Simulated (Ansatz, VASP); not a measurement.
# Two plane-wave programs on Al

```
CELL_PARAMETERS angstrom
0.00000 1.99362 2.02398
2.05434 0.00000 2.02398
2.05434 1.99362 0.00000
ATOMIC_POSITIONS crystal
Al 0.00000 0.00000 0.00000
```

Change from the starting cell: strain +0.0150 x Voigt [1, -1, 0, 0, 0, 0], atoms carried along.

Alike in both runs: task single point; functional PBEsol; k mesh 20 × 20 × 20; occupations gaussian, width 0.15 eV; no spin polarisation.

```csv
,VASP,Ansatz
version,VASP 6.6.1,Ansatz 0.2.0
potentials or method,"VASP PAW PBE potentials, release 64 (Al), cutoff 520 eV","scalar-relativistic, plane waves, PAW"
valence electrons in the cell,3,3
```

VASP gave:

* gap on the k mesh at the Fermi level (eV): none
* pressure (GPa): -1.8
* traceless stress, the component that is largest in VASP (GPa): -0.74

What did Ansatz give for the same quantities?

gap on the k mesh at the Fermi level (eV): none; pressure (GPa): -1.9; traceless stress, the component that is largest in VASP (GPa): -0.74.

VASP's potentials were made for PBE, not for PBEsol. A gap of «none» marks a metal or a gap that the smearing closes.
